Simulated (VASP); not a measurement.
Wanted: the native input for a VASP 6.6.1 run.

```
Task                   : single point
Functional             : PBE
Potentials or basis    : VASP PAW PBE potentials, release 64 (Ni, Si)
Cutoff                 : 520 eV
k mesh                 : 15 × 15 × 15
Occupations            : fermi-dirac, width 0.1 eV
Spin                   : no spin polarisation
Dipole correction      : no
Further INCAR settings : ALGO = Normal; EDIFF = 1e-07; NBANDS = 14
```

The structure of SiNi (zincblende type) lies in POSCAR:

```
SiNi
1.0
    0.0000000000      2.1239675685      2.1239675685
    2.1239675685      0.0000000000      2.1239675685
    2.1239675685      2.1239675685      0.0000000000
Ni Si
1 1
Direct
    0.0000000000      0.0000000000      0.0000000000
    0.2500000000      0.2500000000      0.2500000000
```

One way to write it, as run:

INCAR

```
SYSTEM = SiNi
ALGO = Normal
EDIFF = 1E-7
ENCUT = 520
GGA = PE
ISIF = 2
ISMEAR = -1
LASPH = .True.
LCHARG = .False.
LREAL = .False.
LWAVE = .False.
NBANDS = 14
NELM = 80
PREC = Accurate
SIGMA = 0.1
```

KPOINTS

```
k-points
0
Gamma
  15 15 15
  0 0 0
```

Potentials or basis: VASP PAW PBE potentials, release 64 (Ni, Si).

Command:

```bash
$ cat potpaw_PBE.64/Ni/POTCAR potpaw_PBE.64/Si/POTCAR > POTCAR
$ mpirun -np 1 vasp_std > vasp.out
```

Results of the run:

* Pressure: 190.6 GPa
* Band gap on the k mesh: zero (band 7 reaches 22.26 eV, above the bottom of band 8 at 12.54 eV)

Run time: 67 s on 1 thread of AMD EPYC 7R13, with other jobs on the host, peak memory 0.13 GiB.
